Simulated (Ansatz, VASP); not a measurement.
# One calculation of Al, two programs

```
Al
1.0
     0.00000    2.07458    2.12518
     2.07458    0.00000    2.12518
     2.07458    2.07458    0.00000
Al
1
Direct
  0.00000 0.00000 0.00000
```

Change from the starting cell: strain +0.025 along x and y, +0.050 along z, atoms carried along.

Alike in both runs: task single point; functional LDA; k mesh 20 × 20 × 20; occupations gaussian, width 0.15 eV; no spin polarisation.

|  | VASP | Ansatz |
| --- | --- | --- |
| version | VASP 6.6.1 | Ansatz 0.2.0 |
| potentials or method | VASP PAW LDA potentials, release 64 (Al), cutoff 520 eV | scalar-relativistic, plane waves, PAW |
| valence electrons in the cell | 3 | 3 |

Ansatz gave:

- gap on the k mesh at the Fermi level (eV): none
- pressure (GPa): -8.6
- traceless stress, the component that is largest in VASP (GPa): -0.77

Task: What did VASP give for the same quantities?

Result: gap on the k mesh at the Fermi level (eV): none; pressure (GPa): -8.6; traceless stress, the component that is largest in VASP (GPa): -0.76.

LDA's correlation is that of Perdew and Zunger in VASP and of Perdew and Wang (1992) in Ansatz. A gap of «none» marks a metal or a gap that the smearing closes.
